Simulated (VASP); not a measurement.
# ZrCrW18 (P1) in VASP: single point with PBE

Aim: the single point of ZrCrW18 with PBE.

Program: VASP 6.6.1. These are calculated values, not measurements. Logs are shortened: lines on timing, memory, paths and dates and some standing lists are left out, and cuts for length are marked.

## (1) The cell of the first run

The typed cell holds 20 atoms: a = 6.952 Å, b = 6.943 Å, c = 6.942 Å, α = 81.57°, β = 81.15°, γ = 81.16°.

## (2) Single point, PBE, collinear spin, ferromagnetic start

INCAR reads:

```
PREC     = Accurate       # precision mode
ENCUT    = 520            # plane-wave cutoff, eV
EDIFF    = 1E-6           # SCF threshold, eV
ISMEAR   = 0              # smearing method
SIGMA    = 0.1            # smearing width, eV
LREAL    = Auto         
LASPH    = True           # aspherical terms in the spheres
NELM     = 150            # most SCF steps
ALGO     = Fast           # electronic algorithm
ISIF     = 2              # what is computed and relaxed
LWAVE    = False          # write WAVECAR
LCHARG   = True           # write CHGCAR
ISPIN    = 2              # spin polarisation
MAGMOM   = -3 0 0 0 0 0 0 0 0 0 0 0 0 0 0 0 0 0 0 0 # initial moments
LORBIT   = 11             # projections on sites
LMAXMIX  = 4              # l up to which the mixer works
GGA      = PE             # functional
LVHAR    = True         
ISYM     = 0            
NBANDS   = 158            # bands
KPAR     = 2            
NCORE    = 2
```

KPOINTS reads:

```
Automatic mesh
0
Gamma
  2 2 2
  0.5 0.5 0.5
```

POSCAR reads:

```
ZrCrW18
1.0
   -4.7807856041      4.7816820777     -1.6147920888
   -4.7859157806     -1.6275945254      4.7586652976
    1.6267472773      4.7859896191      4.7578426623
Cr Zr W
1 1 18
Direct
    0.7989073485      0.2988677417      0.2999819444
    0.7988994438      0.7989032948      0.7999602030
    1.0015977703      0.0032460740      1.0042902611
    0.4997186290      0.4978027537      1.0027625164
    0.5985994329      0.1007485629      0.1017579450
    0.0981654451      0.5961203036      0.1010824301
    0.1961679132      0.2000155487      0.2010825481
    0.6990199363      0.6945064784      0.2060926499
    0.2989259187      0.7988903886      0.2999645027
    0.4016785850      0.3978364193      0.3988645298
    0.4996569360      1.0017127819      0.4988081454
    0.9992629526      0.4971477597      0.4982145506
    0.0981858841      0.1001081993      0.5971405218
    0.8989026452      0.9034650390      0.3937695275
    0.5962701093      0.5945784208      0.5955362326
    0.6990205460      0.2051004098      0.6953981992
    0.2038704764      0.6975065698      0.6984830212
    0.2989866316      0.2989531594      0.7999433999
    0.8989402384      0.3927711173      0.9044427428
    0.3939826856      0.9004543667      0.9014084387
```

Potentials or basis: VASP PAW PBE potentials, release 64 (Cr_pv, Zr_sv, W_sv).

On the command line:

```bash
$ cat potpaw_PBE.64/Cr_pv/POTCAR potpaw_PBE.64/Zr_sv/POTCAR potpaw_PBE.64/W_sv/POTCAR > POTCAR
$ mpirun -np 4 vasp_std > vasp.out
```

OUTCAR:

```text
PREC = Accurate
   ENCUT = 520
   EDIFF = 1E-6
   ISMEAR = 0
   LREAL = Auto
   LASPH = True
   NELM = 150
   ISIF = 2
   ISPIN = 2
   LORBIT = 11
   GGA = PE
   ISYM = 0

 ion  position               nearest neighbor table
   1  0.799  0.299  0.300-   5 2.73  12 2.73  16 2.73  14 2.73  19 2.73   8 2.73  10 2.75   7 2.75
                            15 3.14   3 3.14  11 3.18  13 3.18   6 3.18   4 3.18
   2  0.799  0.799  0.800-   3 2.80  15 2.80  20 2.80  17 2.80   8 2.81  14 2.81  19 2.81  16 2.81
                            12 3.20   5 3.20   4 3.20   6 3.20  11 3.20  13 3.20
   3  0.002  0.003  0.004-   7 2.69  14 2.70  19 2.70  20 2.72   5 2.78   2 2.80  13 2.81   6 2.81
                             1 3.14  18 3.17   9 3.17  17 3.24   8 3.25  16 3.25
   4  0.500  0.498  0.003-  10 2.74   8 2.74   5 2.75  18 2.76  19 2.76   6 2.77  20 2.79  15 2.81
                             9 3.17   1 3.18  16 3.18  17 3.20   7 3.20   2 3.20
   5  0.599  0.101  0.102-   1 2.73  11 2.75   4 2.75  20 2.77   7 2.78   3 2.78   8 2.81  16 2.81
                            10 3.15  19 3.15  14 3.15   2 3.20  18 3.20   9 3.20
   6  0.098  0.596  0.101-   7 2.74  19 2.74  12 2.75   9 2.76   8 2.76   4 2.77  17 2.79   3 2.81
                            18 3.17   1 3.18  14 3.18  20 3.20  10 3.20   2 3.20
   7  0.196  0.200  0.201-   3 2.69  13 2.74   6 2.74   1 2.75  10 2.75  18 2.78   9 2.78   5 2.78
                            12 3.15  14 3.15  19 3.15  20 3.17  11 3.20   4 3.20
   8  0.699  0.695  0.206-  15 2.70  14 2.73   1 2.73   4 2.74   6 2.76   9 2.77   2 2.81   5 2.81
                            10 3.16  12 3.16  11 3.18  19 3.19  20 3.25   3 3.25
   9  0.299  0.799  0.300-  17 2.76  20 2.76  11 2.76   6 2.76  14 2.77   8 2.77  10 2.78   7 2.78
[... 9 lines left out ...]
  14  0.899  0.903  0.394-   3 2.70   8 2.73   1 2.73  13 2.74  11 2.76   9 2.77   2 2.81  12 2.81
                             7 3.15   5 3.15   6 3.18  16 3.19  17 3.25  15 3.25
  15  0.596  0.595  0.596-  10 2.69   8 2.70  16 2.70  17 2.72  12 2.78   2 2.80  11 2.81   4 2.81
                             1 3.14  18 3.17   9 3.17  20 3.24  14 3.25  19 3.25
  16  0.699  0.205  0.695-  15 2.70  19 2.73   1 2.73  11 2.74  13 2.76  18 2.77   2 2.81   5 2.81
                            12 3.15  10 3.15   4 3.18  14 3.19  20 3.25   3 3.25
  17  0.204  0.698  0.698-  15 2.72  20 2.73   9 2.76  18 2.76  12 2.77   6 2.79  13 2.79   2 2.80
                            10 3.17  11 3.20   4 3.20   3 3.24  19 3.25  14 3.25
  18  0.299  0.299  0.800-  20 2.76  17 2.76   4 2.76  13 2.76  16 2.77  19 2.77  10 2.78   7 2.78
                            15 3.17   3 3.17   6 3.17  11 3.17   5 3.20  12 3.20
  19  0.899  0.393  0.904-   3 2.70  16 2.73   1 2.73   6 2.74   4 2.76  18 2.77   2 2.81  12 2.81
                             5 3.15   7 3.15  13 3.18   8 3.19  17 3.25  15 3.25
  20  0.394  0.900  0.901-   3 2.72  17 2.73  18 2.76   9 2.76   5 2.77  11 2.79   4 2.79   2 2.80
                             7 3.17   6 3.20  13 3.20  15 3.24  16 3.25   8 3.25

IMPORTANT INFORMATION: All symmetrisations will be switched off!
NOSYMM: (Re-)initialisation of all symmetry stuff for point group C_1.

----------------------------------------------------------------------------------------

                                     Primitive cell

  volume of cell :     324.5132

  direct lattice vectors                    reciprocal lattice vectors
    -4.780785604  4.781682078 -1.614792089    -0.094044748  0.094023235 -0.062424760
    -4.785915781 -1.627594525  4.758665298    -0.093921818 -0.061998610  0.094478065
     1.626747277  4.785989619  4.757842662     0.062019660  0.093920426  0.094498186

  length of vectors
     6.951830548  6.942546306  6.941834782     0.146906888  0.146939581  0.146960511

  position of ions in fractional coordinates (direct lattice)
     0.798907349  0.298867742  0.299981944
     0.798899444  0.798903295  0.799960203
     0.001597770  0.003246074  0.004290261
     0.499718629  0.497802754  0.002762516
     0.598599433  0.100748563  0.101757945
     0.098165445  0.596120304  0.101082430
[... 12 lines left out ...]
     0.898940238  0.392771117  0.904442743
     0.393982686  0.900454367  0.901408439

  ion indices of the primitive-cell ions
   primitive index   ion index
                 1           1
                 2           2
                 3           3
                 4           4
                 5           5
                 6           6
[... 12 lines left out ...]
                19          19
                20          20

----------------------------------------------------------------------------------------

 KPOINTS: Automatic mesh

Automatic generation of k-mesh.
 Grid dimensions read from file:
 generate k-points for:    2    2    2

 Generating k-lattice:

  Cartesian coordinates                     Fractional coordinates (reciprocal lattice)
    -0.047022374  0.047011617 -0.031212380     0.500000000  0.000000000  0.000000000
[... 35 lines left out ...]
   LASPH  =      T    aspherical Exc in radial PAW
   ENCUT  =  520.0 eV  38.22 Ry    6.18 a.u.  12.93 12.91 12.91*2*pi/ulx,y,z
   NELM   =    150;   NELMIN=  2; NELMDL= -5     # of ELM steps
   EDIFF  = 0.1E-05   stopping-criterion for ELM
   LREAL  =      T    real-space projection
   EDIFFG = 0.1E-04   stopping-criterion for IOM
   NSW    =      0    number of steps for IOM
   IBRION =     -1    ionic relax: 0-MD 1-quasi-New 2-CG
   NFREE  =      0    steps in history (QN), initial steepest desc. (CG)
   ISIF   =      2    stress and relaxation
   ISYM   =      0    0-nonsym 1-usesym 2-fastsym
   POTIM  = 0.5000    time-step for ionic-motion
   TEBEG  =    0.0;   TEEND  =   0.0 temperature during run
   PSTRESS=    0.0 pullay stress
   NELECT =     276.0000    total number of electrons
   NUPDOWN=      -1.0000    fix difference up-down
   EMIN   =  10.00;   EMAX   =-10.00  energy-range for DOS
   EFERMI =   0.00;   METHOD = LEGACY
   ISMEAR =     0;   SIGMA  =   0.10  broadening in eV -4-tet -1-fermi 0-gaus
   EFERMI_NEDOS =   21; number of points for ismear=-14 and -15
   IALGO  =     68    algorithm
   IMIX   =      4    mixing-type and parameters
     AMIX     =   0.40;   BMIX     =  1.00
     AMIX_MAG =   1.60;   BMIX_MAG =  1.00
  volume/ion in A,a.u.               =      16.23       109.50
  Fermi-wavevector in a.u.,A,eV,Ry     =   1.551078  2.931113 32.733496  2.405844
  Thomas-Fermi vector in A             =   2.655650
   LORBIT       =     11    0 simple, 1 ext, 2 COOP (PROOUT), +10 PAW based schemes
   GGA     = PE    functional components
   LHFCALC =     F    Hartree Fock is set to
   AEXX    =    0.0000 exact exchange contribution
   IVDW    =     0    specifies the selected vdW correction
   LEPSILON=     F    determine dielectric tensor
   LRPA    =     F    only Hartree local field effects (RPA)
 spin polarized calculation
 RMM-DIIS sequential band-by-band and
 Gauss-broadening in eV      SIGMA  =   0.10
  energy-cutoff  :      520.00
  volume of cell :      324.51
 maximum number of plane-waves:      8747
 NGX is ok and might be reduce to    54
   NGX = 25   NGY = 25   NGZ = 25

 number of electron     276.0000017 magnetization      -0.0003491

 Free energy of the ion-electron system (eV)
  ---------------------------------------------------
  ext. energy  EPLUGINS =         0.00000000
  ---------------------------------------------------
  free energy    TOTEN  =      -250.45953375 eV

  energy without entropy =     -250.38821315  energy(sigma->0) =     -250.42387345

 E-fermi :  10.5812     XC(G=0): -13.4010

 val. band max:       10.5344984834   @ k =   0.2500   0.2500   0.2500
 cond. band min:      10.6995709913   @ k =   0.2500   0.2500   0.2500
 fundamental gap:      0.1650725079
 Fermi energy:        10.5811686923

 spin component 1

 k-point     1 :       0.2500    0.2500    0.2500
  band No.  band energies     occupation
      1     -63.2264      1.00000
      2     -63.1879      1.00000
      3     -63.1745      1.00000
      4     -63.1569      1.00000
      5     -63.1437      1.00000
      6     -63.1331      1.00000
[... 601 lines left out ...]
    149      12.1721      0.00000
    150      12.2842      0.00000
 Fermi energy:        10.5811686923

 spin component 2

 k-point     1 :       0.2500    0.2500    0.2500
  band No.  band energies     occupation
      1     -63.2264      1.00000
      2     -63.1879      1.00000
      3     -63.1745      1.00000
      4     -63.1569      1.00000
      5     -63.1437      1.00000
      6     -63.1331      1.00000
[... 601 lines left out ...]
    149      12.1720      0.00000
    150      12.2770      0.00000
 [bands above 150 left out]

------------------------ aborting loop because EDIFF is reached ----------------------------------------

  FORCE on cell =-STRESS in cart. coord.  units (eV):
  Direction    XX          YY          ZZ          XY          YZ          ZX
  --------------------------------------------------------------------------------------
  -------------------------------------------------------------------------------------
  Total        0.8835553      0.8731839      0.7832891      0.0312134      0.0955746     -0.0382797
  in kB        4.3622644      4.3110589      3.8672328      0.1541059      0.4718684     -0.1889934
  external PRESSURE =       4.1801854 kB  Pullay stress =       0.0000000 kB

 VOLUME and BASIS-vectors are now :
 -----------------------------------------------------------------------------
  energy-cutoff  :      520.00
  volume of cell :      324.51
      direct lattice vectors                 reciprocal lattice vectors
    -4.780785604  4.781682078 -1.614792089    -0.094044748  0.094023235 -0.062424760
    -4.785915781 -1.627594525  4.758665298    -0.093921818 -0.061998610  0.094478065
     1.626747277  4.785989619  4.757842662     0.062019660  0.093920426  0.094498186

 POSITION                                       TOTAL-FORCE (eV/Angst)
 -----------------------------------------------------------------------------------
     -4.76177      4.76940      1.55941        -0.002734     -0.004375      0.000169
     -6.34152      6.34839      6.31774        -0.004995     -0.002774     -0.000035
     -0.01619      0.02289      0.03328         0.009805     -0.015925     -0.016161
     -4.76700      1.59250      1.57508         0.009577     -0.017330     -0.009877
     -3.17842      3.18535     -0.00304        -0.017943      0.016204      0.019582
     -3.15785     -0.01707      3.15915        -0.016312      0.011303      0.011103
[... 12 lines left out ...]
     -4.70611      7.98783      4.72066         0.004086      0.007595      0.019985
     -4.72668      4.73246      7.93752         0.001992      0.003501     -0.007044
 -----------------------------------------------------------------------------------
    total drift:                                0.005992     -0.004610     -0.004469

  FREE ENERGIE OF THE ION-ELECTRON SYSTEM (eV)
  ---------------------------------------------------
  free  energy   TOTEN  =      -250.4595337513 eV

  energy  without entropy=     -250.3882131466  energy(sigma->0) =     -250.42387345

 total charge

# of ion       s       p       d       tot
------------------------------------------
    1        0.359   6.342   4.085  10.786
    2        2.237   6.046   1.805  10.087
    3        2.404   6.327   3.342  12.073
    4        2.403   6.339   3.292  12.034
    5        2.397   6.336   3.259  11.993
    6        2.403   6.339   3.292  12.035
[... 12 lines left out ...]
   19        2.402   6.323   3.307  12.031
   20        2.400   6.322   3.329  12.052
--------------------------------------------------
tot         45.809 126.363  65.320 237.492

 magnetization (x)

# of ion       s       p       d       tot
------------------------------------------
    1       -0.000  -0.000  -0.001  -0.001
    2        0.000  -0.000  -0.000   0.000
    3        0.000   0.000  -0.000  -0.000
    4        0.000   0.000  -0.000  -0.000
    5        0.000   0.000   0.000   0.000
    6        0.000   0.000  -0.000  -0.000
[... 12 lines left out ...]
   19        0.000   0.000   0.000   0.000
   20        0.000  -0.000  -0.000  -0.000
--------------------------------------------------
tot         -0.000   0.000  -0.000  -0.000
```

It took 7.7 min on 4 MPI ranks of Intel Xeon Platinum 8259CL at 2.50GHz (Skylake/Cascade Lake), shared host; peak memory 0.42 GiB.

What came out:

| Quantity | Value |
| --- | --- |
| Free energy | -250.4595 eV |
| Pressure | 0.4 GPa |
| Largest force | 0.034 eV/Å |
| Band gap on the k mesh | zero (filled and empty bands touch) |
| Net moment | 0.00 μB per cell |
| Valence electrons inside the program's atomic spheres | Cr 10.79; Zr 10.09; W 12.07, 12.03, 11.99, 12.04, 12.05 (each value once) |

Forces on the atoms (eV/Å):
```
Cr  -0.003 -0.004  0.000
Zr  -0.005 -0.003  0.000
W    0.010 -0.016 -0.016
W    0.010 -0.017 -0.010
W   -0.018  0.016  0.020
W   -0.016  0.011  0.011
W    0.008 -0.013  0.006
W    0.014 -0.001 -0.021
W   -0.006 -0.003  0.001
W   -0.013  0.010 -0.008
W    0.014 -0.005 -0.008
W    0.014 -0.019 -0.025
W   -0.005  0.017  0.009
W   -0.006  0.003  0.019
W   -0.015  0.020  0.023
W    0.003 -0.007 -0.016
W    0.004  0.000  0.002
W    0.003 -0.001  0.001
W    0.004  0.008  0.020
W    0.002  0.004 -0.007
```

Caveat: the k points lie up to 0.46 Å⁻¹ apart; the moments typed at the start vanished in this run; spin-orbit coupling is left out, which moves the levels of the heavy elements.

The gap in the log of VASP goes by the Fermi energy; the results here count the filled bands.